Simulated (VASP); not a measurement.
# Bi (P4/mmm) in VASP: further runs, part 2 of 2

VASP 6.6.1.

### Step 3. Relaxation of cell and atoms, PBE

This run uses another cell than the first one, of 35.55 Å³/atom, 0.979 times its volume.

Contents of INCAR:

```
SYSTEM = Bi
ALGO = Normal
EDIFF = 1E-6
EDIFFG = -0.04
ENCUT = 600
GGA = PE
IBRION = 2
ISIF = 3
ISMEAR = 0
LASPH = .True.
LCHARG = .False.
LREAL = .False.
LWAVE = .False.
NELM = 60
NSW = 90
PREC = Accurate
SIGMA = 0.1
```

Contents of KPOINTS:

```
k-points
0
Gamma
  6 6 6
  0 0 0
```

Contents of POSCAR:

```
Bi
1.0
    3.1959972414      0.0000000000      0.0000000000
    0.0000000000      3.1959972414      0.0000000000
    0.0000000000      0.0000000000      3.4804084068
Bi
1
Direct
    0.5000000000      0.5000000000      0.0000000000
```

Potentials or basis: VASP PAW PBE potentials, release 64 (Bi_d).

Command:

```console
$ cat potpaw_PBE.64/Bi_d/POTCAR > POTCAR
$ mpirun -np 1 vasp_std > vasp.out
```

OUTCAR:

```text
SYSTEM = Bi
   EDIFF = 1E-6
   EDIFFG = -0.04
   ENCUT = 600
   GGA = PE
   IBRION = 2
   ISIF = 3
   ISMEAR = 0
   LASPH = .True.
   LREAL = .False.
   NELM = 60
   NSW = 90
   PREC = Accurate

 ion  position               nearest neighbor table
   1  0.500  0.500  0.000-

  LATTYP: Found a simple tetragonal cell.
 ALAT       =     3.1959972414
 C/A-ratio  =     1.0889898032

  Lattice vectors:

 A1 = (   3.1959972414,   0.0000000000,   0.0000000000)
 A2 = (   0.0000000000,   3.1959972414,   0.0000000000)
 A3 = (   0.0000000000,   0.0000000000,   3.4804084068)

Analysis of symmetry for initial positions (statically):
=====================================================================
 Subroutine PRICEL returns:
 Original cell was already a primitive cell.

 Routine SETGRP: Setting up the symmetry group for a
 simple tetragonal supercell.

 Subroutine GETGRP returns: Found 16 space group operations
 (whereof 16 operations were pure point group operations)
 out of a pool of 16 trial point group operations.

The static configuration has the point symmetry D_4h.

Analysis of symmetry for dynamics (positions and initial velocities):
=====================================================================
 Subroutine PRICEL returns:
 Original cell was already a primitive cell.

 Routine SETGRP: Setting up the symmetry group for a
 simple tetragonal supercell.

 Subroutine GETGRP returns: Found 16 space group operations
 (whereof 16 operations were pure point group operations)
 out of a pool of 16 trial point group operations.

The dynamic configuration has the point symmetry D_4h.

 Subroutine INISYM returns: Found 16 space group operations
 (whereof 16 operations are pure point group operations),
 and found     1 'primitive' translations

[... 123 lines left out ...]
 conjugate gradient relaxation of ions
 non-spin polarized calculation
 Gauss-broadening in eV      SIGMA  =   0.10
  energy-cutoff  :      600.00
  volume of cell :       35.55
 maximum number of plane-waves:      1208
 NGX is ok and might be reduce to    28
   NGX = 13   NGY = 13   NGZ = 13

--------------------------------------- Ionic step        1  -------------------------------------------

 number of electron      14.9999999 magnetization

 Free energy of the ion-electron system (eV)
  ---------------------------------------------------
  ext. energy  EPLUGINS =         0.00000000
  ---------------------------------------------------
  free energy    TOTEN  =        -3.86877901 eV

  energy without entropy =       -3.86544991  energy(sigma->0) =       -3.86711446

------------------------ aborting loop because EDIFF is reached ----------------------------------------

  FORCE on cell =-STRESS in cart. coord.  units (eV):
  Direction    XX          YY          ZZ          XY          YZ          ZX
  --------------------------------------------------------------------------------------
  -------------------------------------------------------------------------------------
  Total        0.4749497      0.4749497     -0.7938087      0.0000000      0.0000000     -0.0000000
  in kB       21.4049977     21.4049977    -35.7753115      0.0000000      0.0000000     -0.0000000
  external PRESSURE =       2.3448946 kB  Pullay stress =       0.0000000 kB
[... 232 lines left out ...]
--------------------------------------- Ionic step        8  -------------------------------------------

 number of electron      15.0000002 magnetization

 Free energy of the ion-electron system (eV)
  ---------------------------------------------------
  ext. energy  EPLUGINS =         0.00000000
  ---------------------------------------------------
  free energy    TOTEN  =        -3.90500335 eV

  energy without entropy =       -3.90357139  energy(sigma->0) =       -3.90428737

 E-fermi :   6.4824     XC(G=0):  -9.5450

 val. band max:        6.4090951553   @ k =   0.0000   0.0000   0.1667
 cond. band min:       6.6032678685   @ k =   0.5000   0.5000   0.3333
 fundamental gap:      0.1941727132
 Fermi energy:         6.4823608127

 k-point     1 :       0.0000    0.0000    0.0000
  band No.  band energies     occupation
      1     -16.5989      2.00000
      2     -16.5956      2.00000
      3     -16.3047      2.00000
      4     -16.3040      2.00000
      5     -16.3040      2.00000
      6      -6.6391      2.00000
      7       9.3643      0.00000
      8       9.3643      0.00000
      9       9.4218      0.00000
     10      12.4927      0.00000
     11      14.0624      0.00000
[... 309 lines left out ...]
 k-point    24 :       0.5000    0.0000    0.3333
  band No.  band energies     occupation
      1     -16.4816      2.00000
      2     -16.4537      2.00000
      3     -16.3742      2.00000
      4     -16.3547      2.00000
      5     -16.2423      2.00000
      6      -3.6800      2.00000
      7       2.7158      2.00000
      8       4.8490      2.00000
      9      10.3934      0.00000
     10      12.4426      0.00000
     11      17.2160      0.00000

 [... further k-points ...]
[... 5 lines left out ...]
  --------------------------------------------------------------------------------------
  -------------------------------------------------------------------------------------
  Total       -0.0310007     -0.0310007      0.0248247      0.0000000      0.0000000      0.0000000
  in kB       -1.4079151     -1.4079151      1.1274279      0.0000000      0.0000000      0.0000000
  external PRESSURE =      -0.5628008 kB  Pullay stress =       0.0000000 kB
[... 16 lines left out ...]
  FREE ENERGIE OF THE ION-ELECTRON SYSTEM (eV)
  ---------------------------------------------------
  free  energy   TOTEN  =        -3.9050033528 eV

  energy  without entropy=       -3.9035713886  energy(sigma->0) =       -3.90428737

 reached required accuracy - stopping structural energy minimisation
```

It took 54 s on 1 thread of Intel Xeon 6975P-C, shared host; peak memory 0.17 GiB.

What came out:

- Free energy: -3.9050 eV
- Relaxed volume: 35.28 Å³/atom
- Relaxed cell: a = 3.282 Å, b = 3.282 Å, c = 3.275 Å, α = 90.00°, β = 90.00°, γ = 90.00°
- Space group after relaxing (to 0.05 Å): Pm-3m (No. 221)
- Energy gained by relaxing: 36.2 meV/atom
- Ionic steps: 8
- Pressure after relaxing: -0.1 GPa

Stress tensor (GPa, compression positive):
```
-0.14  0.00  0.00
 0.00 -0.14  0.00
 0.00  0.00  0.11
```

The path:
```tsv
step	energy change (eV)	largest force (eV/Å)	pressure (GPa)	volume (Å³)
1	0.0000	0.0000	0.23	35.55
2	-0.0322	0.0000	-0.63	35.77
3	-0.0342	0.0000	-0.68	35.81
4	-0.0333	0.0000	-0.77	35.87
5	-0.0348	0.0000	-0.79	35.83
6	-0.0348	0.0000	-0.77	35.83
7	-0.0356	0.0000	0.50	34.91
8	-0.0362	0.0000	-0.06	35.28
```

Final structure:
```yaml
crystal:
  lattice:
    - [3.28218, 0.00000, 0.00000]
    - [0.00000, 3.28218, 0.00000]
    - [0.00000, 0.00000, 3.27477]
  atoms:
    - { symbol: Bi, position: [0.50000, 0.50000, 0.00000] }
```

Levels at points of the mesh, in eV from the Fermi level:
```csv
k point,band 4,band 5,band 6,band 7,band 8,band 9,band 10,band 11
"(0.00, 0.00, 0.00)",-22.79,-22.79,-13.12,2.88,2.88,2.94,6.01,7.58
"(0.50, 0.00, 0.00)",-22.83,-22.78,-11.33,-4.98,4.67,4.73,9.48,9.54
"(0.50, 0.50, 0.00)",-22.85,-22.67,-9.57,-3.19,-3.19,2.62,6.58,11.73
"(0.00, 0.00, 0.50)",-22.83,-22.78,-11.31,-4.99,4.69,4.69,9.45,9.53
"(0.50, 0.00, 0.50)",-22.85,-22.67,-9.54,-3.20,-3.17,2.62,6.54,11.71
"(0.50, 0.50, 0.50)",-22.67,-22.67,-7.75,-1.51,-1.48,-1.48,5.19,5.21
```

Caveat: spin-orbit coupling is left out, which moves the levels of the heavy elements.
